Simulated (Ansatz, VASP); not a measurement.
One calculation of NaScTe2, two programs

POSCAR

```
NaScTe2
1.0
    4.3099310224      0.0000000000      0.0000000000
    0.0000000000      4.3099310224      0.0000000000
    0.0000000000      0.0000000000      5.8991668735
Na Te Sc
1 2 1
Direct
    0.0000000000      0.0000000000      0.0000000000
    0.0000000000      0.0000000000      0.5000000000
    0.5000000000      0.5000000000      0.0000000000
    0.5000000000      0.5000000000      0.5000000000
```

Contents of INCAR.step1:

```
PREC = Accurate
ENCUT = 520
ISMEAR = -1
SIGMA = 0.02
LREAL = F
LASPH = T
NELM = 100
NBANDS = 23
GGA = PE
ALGO = Normal
EDIFF = 1E-4
LWAVE = T
LCHARG = F
```

File INCAR.step2:

```
PREC = Accurate
ENCUT = 520
EDIFF = 1E-6
ISMEAR = -1
SIGMA = 0.02
LREAL = F
LASPH = T
NELM = 100
ALGO = Normal
ISIF = 2
LWAVE = F
LCHARG = F
METAGGA = R2SCAN
LMIXTAU = T
NBANDS = 23
ISTART = 1
```

Contents of KPOINTS:

```
regular mesh
0
Gamma
  6 6 4
```

Input for Ansatz:

```yaml
crystal:
  lattice:
    - [4.3099310224, 0.0, 0.0]
    - [0.0, 4.3099310224, 0.0]
    - [0.0, 0.0, 5.8991668735]
  atoms:
    - { symbol: Na, position: [0.0, 0.0, 0.0] }
    - { symbol: Te, position: [0.0, 0.0, 0.5] }
    - { symbol: Sc, position: [0.5, 0.5, 0.5] }
    - { symbol: Te, position: [0.5, 0.5, 0.0] }
kpoints:
  mp_grid: { grid: [6, 6, 4] }
hamiltonian:
  xc: r2scan
scf:
  occupations: { method: fermi_dirac, width: 0.02 }
  n_extra_bands: 5
output:
  forces: true
  stress: true
  eigenvalues: true
```

Alike in both runs: task single point; functional r2SCAN; k mesh 6 × 6 × 4; occupations fermi-dirac, width 0.02 eV; no spin polarisation.

```csv
,VASP,Ansatz
version,VASP 6.6.1,Ansatz 0.2.0
potentials or method,"VASP PAW PBE potentials, release 64 (Na_pv, Te, Sc_sv)","plane waves, PAW"
plane-wave cutoff (eV),520,500
valence electrons in the cell,30,52
```

|  | VASP | Ansatz | Ansatz less VASP |
| --- | --- | --- | --- |
| pressure (GPa) | 0.0 | 0.0 | -0.01 |

VASP's potentials were made for PBE, not for r2SCAN. The functional is the same, so the differences come from potentials, cutoffs and numerics. VASP's potentials hold 30 valence electrons a cell and Ansatz's 52, so a difference there can come from the potentials and not from the codes.

Spin-orbit coupling is off throughout.
